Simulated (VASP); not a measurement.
# Tl (I4/mmm) in VASP: single point with r2SCAN

Aim: the single point of Tl with r2SCAN.

Program: VASP 6.6.1. These are calculated values, not measurements. Logs are shortened: lines on timing, memory, paths and dates and some standing lists are left out, and cuts for length are marked.

**1. The cell of the first run**

It takes space group I4/mmm (No. 139, tetragonal). The conventional cell has a = 3.740 Å, b = 3.740 Å, c = 4.022 Å, α = 90.00°, β = 90.00°, γ = 90.00°. Within 4.4 Å of Tl (site symmetry 4/mmm) lie 14 Tl at 3.32 to 4.02 Å.

**2. Single point, r2SCAN (biaxial strain in the a-b plane: -4.5 %)**

The input, POSCAR:

```
Tl
1.0
    3.7399133397      0.0000000000      0.0000000000
    0.0000000000      3.7399133397      0.0000000000
    0.0000000000      0.0000000000      4.0218753925
Tl
2
Direct
    0.0000000000      0.0000000000      0.0000000000
    0.5000000000      0.5000000000      0.5000000000
```

The input, INCAR.step1:

```
SYSTEM = Tl
ALGO = Normal ; EDIFF = 1E-4
ENCUT = 520 ; GGA = PE
ISMEAR = 0 ; LASPH = .TRUE.
LCHARG = .FALSE. ; LREAL = .FALSE.
LWAVE = .TRUE. ; NBANDS = 20
NELM = 60 ; PREC = Accurate
SIGMA = 0.1
```

The input, INCAR.step2:

```
SYSTEM = Tl
ALGO = Normal ; EDIFF = 1E-6
ENCUT = 520 ; ISIF = 2
ISMEAR = 0 ; ISTART = 1
LASPH = .TRUE. ; LCHARG = .FALSE.
LMIXTAU = .TRUE. ; LREAL = .FALSE.
LWAVE = .FALSE. ; METAGGA = R2SCAN
NBANDS = 20 ; NELM = 60
PREC = Accurate ; SIGMA = 0.1
```

The input, KPOINTS:

```
k-points
0
G
  14 14 14
  0 0 0
```

Potentials or basis: VASP PAW PBE potentials, release 64 (Tl_d).

Command:

```
cat potpaw_PBE.64/Tl_d/POTCAR > POTCAR
cp INCAR.step1 INCAR
mpirun -np 1 vasp_std > vasp.out
cp INCAR.step2 INCAR
mpirun -np 1 vasp_std > vasp.out
```

OUTCAR:

```text
SYSTEM = Tl
   EDIFF = 1E-6
   ENCUT = 520
   ISIF = 2
   ISMEAR = 0
   ISTART = 1
   LASPH = .TRUE.
   LREAL = .FALSE.
   METAGGA = R2SCAN
   NELM = 60
   PREC = Accurate

 ion  position               nearest neighbor table
   1  0.000  0.000  0.000-   2 3.32   2 3.32   2 3.32   2 3.32   2 3.32   2 3.32   2 3.32   2 3.32

   2  0.500  0.500  0.500-   1 3.32   1 3.32   1 3.32   1 3.32   1 3.32   1 3.32   1 3.32   1 3.32

  LATTYP: Found a simple tetragonal cell.
 ALAT       =     3.7399133397
 C/A-ratio  =     1.0753926701

  Lattice vectors:

 A1 = (   3.7399133397,   0.0000000000,   0.0000000000)
 A2 = (   0.0000000000,   3.7399133397,   0.0000000000)
 A3 = (   0.0000000000,   0.0000000000,   4.0218753925)

Analysis of symmetry for initial positions (statically):
=====================================================================
 Subroutine PRICEL returns following result:

  LATTYP: Found a body centered tetragonal cell.
 ALAT       =     3.7399133397
 C/A-ratio  =     1.0753926701

  Lattice vectors:

 A1 = (  -1.8699566699,  -1.8699566699,  -2.0109376962)
 A2 = (   1.8699566699,   1.8699566699,  -2.0109376963)
 A3 = (   1.8699566699,  -1.8699566699,   2.0109376962)

   2 primitive cells build up your supercell.

 Routine SETGRP: Setting up the symmetry group for a
 simple tetragonal supercell.

 Subroutine GETGRP returns: Found 16 space group operations
 (whereof 16 operations were pure point group operations)
 out of a pool of 16 trial point group operations.

The static configuration has the point symmetry D_4h.

Analysis of symmetry for dynamics (positions and initial velocities):
=====================================================================
 Subroutine PRICEL returns following result:

  LATTYP: Found a body centered tetragonal cell.
 ALAT       =     3.7399133397
 C/A-ratio  =     1.0753926701

  Lattice vectors:

 A1 = (  -1.8699566699,  -1.8699566699,  -2.0109376962)
 A2 = (   1.8699566699,   1.8699566699,  -2.0109376963)
 A3 = (   1.8699566699,  -1.8699566699,   2.0109376962)

   2 primitive cells build up your supercell.

 Routine SETGRP: Setting up the symmetry group for a
 simple tetragonal supercell.

 Subroutine GETGRP returns: Found 16 space group operations
 (whereof 16 operations were pure point group operations)
 out of a pool of 16 trial point group operations.

The dynamic configuration has the point symmetry D_4h.

 Subroutine INISYM returns: Found 16 space group operations
 (whereof 16 operations are pure point group operations),
 and found     2 'primitive' translations

----------------------------------------------------------------------------------------

                                     Primitive cell

  volume of cell :      28.1269

  direct lattice vectors                    reciprocal lattice vectors
    -1.869956670 -1.869956670 -2.010937696    -0.000000000 -0.267385875 -0.248640224
     1.869956670  1.869956670 -2.010937696     0.267385875  0.000000000 -0.248640224
     1.869956670 -1.869956670  2.010937696     0.267385875 -0.267385875  0.000000000

  length of vectors
     3.322250188  3.322250188  3.322250188     0.365126235  0.365126235  0.378140731

  position of ions in fractional coordinates (direct lattice)
     0.000000000  0.000000000  0.000000000

  ion indices of the primitive-cell ions
   primitive index   ion index
                 1           1

----------------------------------------------------------------------------------------

 KPOINTS: k-points

Automatic generation of k-mesh.
 Grid dimensions read from file:
 generate k-points for:   14   14   14

 Generating k-lattice:

  Cartesian coordinates                     Fractional coordinates (reciprocal lattice)
     0.019098991  0.000000000  0.000000000     0.071428571  0.000000000  0.000000000
     0.000000000  0.019098991  0.000000000     0.000000000  0.071428571  0.000000000
     0.000000000  0.000000000  0.017760016     0.000000000  0.000000000  0.071428571

  Length of vectors
     0.019098991  0.019098991  0.017760016

  Shift w.r.t. Gamma in fractional coordinates (k-lattice)
     0.000000000  0.000000000  0.000000000

 Subroutine IBZKPT returns following result:
 ===========================================

 Found    288 irreducible k-points:

 Following reciprocal coordinates:
            Coordinates               Weight
  0.000000  0.000000  0.000000      1.000000
  0.071429  0.000000  0.000000      4.000000
  0.142857  0.000000  0.000000      4.000000
  0.214286  0.000000  0.000000      4.000000
  0.285714  0.000000  0.000000      4.000000
  0.357143  0.000000  0.000000      4.000000
[... 16 lines left out ...]
  0.285714  0.214286  0.000000      8.000000
  0.357143  0.214286  0.000000      8.000000
 [... further k-points ...]
   k-points           NKPTS =    288   k-points in BZ     NKDIM =    288   number of bands    NBANDS=     20
   number of dos      NEDOS =    301   number of ions     NIONS =      2
   total plane-waves  NPLWV =  23520
   dimension x,y,z NGX =    28 NGY =   28 NGZ =   30
   dimension x,y,z NGXF=    56 NGYF=   56 NGZF=   60
   ions per type =               2
   NGX,Y,Z   is equivalent  to a cutoff of  12.45, 12.45, 12.40 a.u.
   NGXF,Y,Z  is equivalent  to a cutoff of  24.89, 24.89, 24.80 a.u.
 SYSTEM =  Tl
   PREC   = accura    normal or accurate (medium, high low for compatibility)
   ISTART =      1    job   : 0-new  1-cont  2-samecut
   ICHARG =      0    charge: 1-file 2-atom 10-const
   ISPIN  =      1    spin polarized calculation?
   LNONCOLLINEAR =      F non collinear calculations
   LSORBIT =      F    spin-orbit coupling
   LASPH  =      T    aspherical Exc in radial PAW
   ENCUT  =  520.0 eV  38.22 Ry    6.18 a.u.   6.95  6.95  7.48*2*pi/ulx,y,z
   NELM   =     60;   NELMIN=  2; NELMDL=  0     # of ELM steps
   EDIFF  = 0.1E-05   stopping-criterion for ELM
   LREAL  =      F    real-space projection
   EDIFFG = 0.1E-04   stopping-criterion for IOM
   NSW    =      0    number of steps for IOM
   IBRION =     -1    ionic relax: 0-MD 1-quasi-New 2-CG
   NFREE  =      0    steps in history (QN), initial steepest desc. (CG)
   ISIF   =      2    stress and relaxation
   ISYM   =      2    0-nonsym 1-usesym 2-fastsym
   POTIM  = 0.5000    time-step for ionic-motion
   TEBEG  =    0.0;   TEEND  =   0.0 temperature during run
   PSTRESS=    0.0 pullay stress
   NELECT =      26.0000    total number of electrons
   NUPDOWN=      -1.0000    fix difference up-down
   EMIN   =  10.00;   EMAX   =-10.00  energy-range for DOS
   EFERMI =   0.00;   METHOD = LEGACY
   ISMEAR =     0;   SIGMA  =   0.10  broadening in eV -4-tet -1-fermi 0-gaus
   EFERMI_NEDOS =   21; number of points for ismear=-14 and -15
   IALGO  =     38    algorithm
   IMIX   =      4    mixing-type and parameters
     AMIX     =   0.40;   BMIX     =  1.00
     AMIX_MAG =   1.60;   BMIX_MAG =  1.00
  volume/ion in A,a.u.               =      28.13       189.81
  Fermi-wavevector in a.u.,A,eV,Ry     =   1.265752  2.391925 21.798286  1.602129
  Thomas-Fermi vector in A             =   2.398989
   LORBIT       =      0    0 simple, 1 ext, 2 COOP (PROOUT), +10 PAW based schemes
   METAGGA = R2SCAN    functional components
   LHFCALC =     F    Hartree Fock is set to
   AEXX    =    0.0000 exact exchange contribution
   IVDW    =     0    specifies the selected vdW correction
   LEPSILON=     F    determine dielectric tensor
   LRPA    =     F    only Hartree local field effects (RPA)
 non-spin polarized calculation
 Gauss-broadening in eV      SIGMA  =   0.10
  energy-cutoff  :      520.00
  volume of cell :       56.25
 maximum number of plane-waves:      1532
 NGX is ok and might be reduce to    28
   NGX = 13   NGY = 13   NGZ = 15

 number of electron      26.0000020 magnetization

 Free energy of the ion-electron system (eV)
  ---------------------------------------------------
  ext. energy  EPLUGINS =         0.00000000
  ---------------------------------------------------
  free energy    TOTEN  =      -106.31739607 eV

  energy without entropy =     -106.31376898  energy(sigma->0) =     -106.31558252

 E-fermi :   6.7952     XC(G=0): -10.9203

 val. band max:        6.7925366148   @ k =   0.4286   0.0714   0.2857
 cond. band min:       6.7975372375   @ k =   0.3571   0.0000   0.3571
 fundamental gap:      0.0050006227
 Fermi energy:         6.7951594267

 k-point     1 :       0.0000    0.0000    0.0000
  band No.  band energies     occupation
      1      -5.7894      2.00000
      2      -5.7746      2.00000
      3      -5.5841      2.00000
      4      -5.5841      2.00000
      5      -5.4864      2.00000
      6      -5.1486      2.00000
[... 12 lines left out ...]
     19      18.0727      0.00000
     20      18.0727      0.00000

 k-point     2 :       0.0714    0.0000    0.0000
  band No.  band energies     occupation
      1      -5.7754      2.00000
      2      -5.7612      2.00000
      3      -5.5807      2.00000
      4      -5.5750      2.00000
      5      -5.4840      2.00000
      6      -5.1471      2.00000
[... 12 lines left out ...]
     19      17.4891      0.00000
     20      17.9671      0.00000

 k-point     3 :       0.1429    0.0000    0.0000
  band No.  band energies     occupation
      1      -5.7451      2.00000
      2      -5.7121      2.00000
      3      -5.5699      2.00000
      4      -5.5481      2.00000
      5      -5.4761      2.00000
      6      -5.1503      2.00000
[... 12 lines left out ...]
     19      16.6310      0.00000
     20      17.5286      0.00000

 k-point     4 :       0.2143    0.0000    0.0000
  band No.  band energies     occupation
      1      -5.7016      2.00000
      2      -5.6321      2.00000
      3      -5.5503      2.00000
      4      -5.5047      2.00000
      5      -5.4613      2.00000
      6      -5.1736      2.00000
[... 12 lines left out ...]
     19      16.6957      0.00000
     20      17.0270      0.00000

 k-point     5 :       0.2857    0.0000    0.0000
  band No.  band energies     occupation
      1      -5.6449      2.00000
      2      -5.5331      2.00000
      3      -5.5199      2.00000
      4      -5.4469      2.00000
      5      -5.4377      2.00000
      6      -5.2191      2.00000
[... 12 lines left out ...]
     19      15.6572      0.00000
     20      17.4375      0.00000

 k-point     6 :       0.3571    0.0000    0.0000
  band No.  band energies     occupation
      1      -5.5777      2.00000
      2      -5.4766      2.00000
      3      -5.4271      2.00000
      4      -5.4032      2.00000
      5      -5.3776      2.00000
      6      -5.2798      2.00000
[... 12 lines left out ...]
     19      14.5662      0.00000
     20      16.6754      0.00000

 k-point     7 :       0.4286    0.0000    0.0000
  band No.  band energies     occupation
      1      -5.5035      2.00000
      2      -5.4191      2.00000
      3      -5.3565      2.00000
      4      -5.3504      2.00000
      5      -5.3254      2.00000
      6      -5.3001      2.00000
[... 12 lines left out ...]
     19      14.9542      0.00000
     20      16.0079      0.00000
[... 277 lines left out ...]
 k-point    20 :       0.4286    0.1429    0.0000
  band No.  band energies     occupation
      1      -5.5789      2.00000
      2      -5.5135      2.00000
      3      -5.4828      2.00000
      4      -5.4439      2.00000
      5      -5.3397      2.00000
      6      -5.2631      2.00000
[... 12 lines left out ...]
     19      16.7780      0.00000
     20      17.8787      0.00000

 k-point    21 :       0.5000    0.1429    0.0000
  band No.  band energies     occupation
      1      -5.5201      2.00000
      2      -5.5201      2.00000
      3      -5.4868      2.00000
      4      -5.4868      2.00000
      5      -5.2997      2.00000
      6      -5.2997      2.00000
[... 12 lines left out ...]
     19      17.3191      0.00000
     20      17.3191      0.00000

 k-point    22 :       0.2143    0.2143    0.0000
  band No.  band energies     occupation
      1      -5.6767      2.00000
      2      -5.6168      2.00000
      3      -5.5336      2.00000
      4      -5.5168      2.00000
      5      -5.2872      2.00000
      6      -5.2590      2.00000
[... 12 lines left out ...]
     19      16.7559      0.00000
     20      17.7671      0.00000

 k-point    23 :       0.2857    0.2143    0.0000
  band No.  band energies     occupation
      1      -5.6933      2.00000
      2      -5.5893      2.00000
      3      -5.5398      2.00000
      4      -5.4495      2.00000
      5      -5.3662      2.00000
      6      -5.1999      2.00000
[... 12 lines left out ...]
     19      17.4351      0.00000
     20      17.7139      0.00000

 k-point    24 :       0.3571    0.2143    0.0000
  band No.  band energies     occupation
      1      -5.6900      2.00000
      2      -5.5692      2.00000
      3      -5.5546      2.00000
      4      -5.4655      2.00000
      5      -5.3637      2.00000
      6      -5.1663      2.00000
[... 12 lines left out ...]
     19      17.8811      0.00000
     20      17.9880      0.00000

 [... further k-points ...]

------------------------ aborting loop because EDIFF is reached ----------------------------------------

  FORCE on cell =-STRESS in cart. coord.  units (eV):
  Direction    XX          YY          ZZ          XY          YZ          ZX
  --------------------------------------------------------------------------------------
  -------------------------------------------------------------------------------------
  Total        0.9179319      0.9179319      0.7267543      0.0000000      0.0000000      0.0000000
  in kB       26.1438401     26.1438401     20.6988643      0.0000000      0.0000000      0.0000000
  external PRESSURE =      24.3288482 kB  Pullay stress =       0.0000000 kB

 VOLUME and BASIS-vectors are now :
 -----------------------------------------------------------------------------
  energy-cutoff  :      520.00
  volume of cell :       56.25
      direct lattice vectors                 reciprocal lattice vectors
     3.739913340  0.000000000  0.000000000     0.267385875  0.000000000  0.000000000
     0.000000000  3.739913340  0.000000000     0.000000000  0.267385875  0.000000000
     0.000000000  0.000000000  4.021875393     0.000000000  0.000000000  0.248640224

 POSITION                                       TOTAL-FORCE (eV/Angst)
 -----------------------------------------------------------------------------------
      0.00000      0.00000      0.00000         0.000000      0.000000     -0.000000
      1.86996      1.86996      2.01094        -0.000000     -0.000000      0.000000
 -----------------------------------------------------------------------------------
    total drift:                                0.000000      0.000000      0.000000

  FREE ENERGIE OF THE ION-ELECTRON SYSTEM (eV)
  ---------------------------------------------------
  free  energy   TOTEN  =      -106.3173960730 eV

  energy  without entropy=     -106.3137689766  energy(sigma->0) =     -106.31558252
```

It took 6.4 min on 1 thread of Intel Xeon 8259CL, shared host; peak memory 0.37 GiB.

What came out:

```
Free energy            : -106.3174 eV
Pressure               : 2.4 GPa
Band gap on the k mesh : zero (bands 13 and 14 overlap by 7.55 eV)
```

Caveat: the cell differs from its parent crystal (biaxial strain in the a-b plane: -4.5 %); the PAW data sets were made with another functional, which shifts forces and pressure a little; spin-orbit coupling is left out, which moves the levels of the heavy elements.
